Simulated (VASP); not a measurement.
Here is a VASP 6.6.1 calculation.

Contents of INCAR:

```
PREC = Accurate
ENCUT = 600
EDIFF = 1E-6
ISMEAR = 0
SIGMA = 0.02
LREAL = False
LASPH = True
NELM = 100
ALGO = Normal
ISIF = 3
LWAVE = False
LCHARG = False
GGA = PS
IBRION = 2
NSW = 70
EDIFFG = -0.005
```

File KPOINTS:

```
regular mesh
0
Gamma
  6 6 6
```

File POSCAR:

```
Li3HS
1.0
    3.8011716747      0.0000000000      0.0000000000
    0.0000000000      3.8011716747      0.0000000000
    0.0000000000      0.0000000000      3.8011716747
S H Li
1 1 3
Direct
    0.5000000000      0.5000000000      0.5000000000
    0.0000000000      0.0000000000      0.0000000000
    0.5000000000      0.0000000000      0.0000000000
    0.0000000000      0.5000000000      0.0000000000
    0.0000000000      0.0000000000      0.5000000000
```

Potentials or basis: VASP PAW PBE potentials, release 64 (S, H, Li_sv).

Command:

```console
$ cat potpaw_PBE.64/S/POTCAR potpaw_PBE.64/H/POTCAR potpaw_PBE.64/Li_sv/POTCAR > POTCAR
$ mpirun -np 1 vasp_std > vasp.out
```

**Question.** Predict the band gap on the k mesh.

**Answer.** 4.19 eV, indirect (least direct gap 4.55 eV).

**Question.** Predict the relaxed volume.

**Answer.** 10.65 Å³/atom.

**Question.** What does it give for the relaxed cell?

**Answer.** a = 3.762 Å, b = 3.762 Å, c = 3.762 Å, α = 90.00°, β = 90.00°, γ = 90.00°.

The path:
```tsv
step	energy change (eV)	largest force (eV/Å)	pressure (GPa)	volume (Å³)
1	0.0000	0.0000	-1.35	54.92
2	-0.0049	0.0000	-0.78	54.19
3	-0.0071	0.0000	0.02	53.24
```

Caveat: the cutoff is under 1.25 times the usual one of these potentials, so pressure, stress and relaxed cells hold a basis-set (Pulay) error; the PAW data sets were made with another functional, which shifts forces and pressure a little. A k mesh can miss the band edges.
